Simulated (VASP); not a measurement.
**Cs: single point with PBE**

Cs:

```
Cs
1.0
    -3.05243    3.05243    3.05243
     3.05243   -3.05243    3.05243
     3.05243    3.05243   -3.05243
Cs
1
Cartesian
  0.0000 0.0000 0.0000
```

This cell differs from its parent crystal: volume scaled by 1.03.

```json
{"Program": "VASP 6.6.1", "Task": "single point", "Functional": "PBE", "Potentials or basis": "VASP PAW PBE potentials, release 64 (Cs_sv)", "Cutoff": "520 eV", "k mesh": "9 × 9 × 9", "Occupations": "fermi-dirac, width 0.05 eV", "Spin": "no spin polarisation"}
```

The pressure is 0.0 GPa.

Levels at points of the mesh, in eV from the Fermi level:
```
           k point  band 2  band 3  band 4  band 5  band 6  band 7  band 8  band 9
(0.00, 0.00, 0.00)  -10.60  -10.60  -10.60   -1.69    2.50    2.50    2.50    3.36
```

It took 20 s on 1 thread of Intel(R) Xeon(R) Platinum 8259CL CPU @ 2.50GHz (Skylake/Cascade Lake) (shared host), peak memory 0.24 GiB.

Caveat: spin-orbit coupling is left out, which moves the levels of the heavy elements.
